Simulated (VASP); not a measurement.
Si2Ni:

```
Ni Si
1.0
     0.00000    2.64782    2.64782
     2.64782    0.00000    2.64782
     2.64782    2.64782    0.00000
Ni Si
1 2
Direct
  0.00000 0.00000 0.00000
  0.75000 0.75000 0.75000
  0.25000 0.25000 0.25000
```

Base run:

| Quantity | Value |
| --- | --- |
| Program | VASP 6.6.1 |
| Functional | PBE |
| Potentials or basis | VASP PAW PBE potentials, release 64 (Ni, Si) |
| Cutoff | 520 eV |
| k mesh | 9 × 9 × 9 |
| Occupations | fermi-dirac, width 0.05 eV |
| Spin | collinear spin, ferromagnetic start |
| Starting moments | [1.0, 0.0, 0.0] μB |

Its results: band gap on the k mesh zero (filled and empty bands overlap); pressure 14.7 GPa; net moment 0.00 μB per cell.

Problem. The run is repeated on the same cell with these changes: functional from PBE to r2SCAN; further incar settings from ALGO = Normal; EDIFF = 1e-07; NBANDS = 20 to ALGO = Normal; EDIFF = 1e-06; NBANDS = 20. What comes out?

Solution. Band gap on the k mesh zero (filled and empty bands overlap); pressure 8.8 GPa; net moment 0.00 μB per cell.

Caveats: the PAW data sets were made with another functional, which shifts forces and pressure a little (some runs).
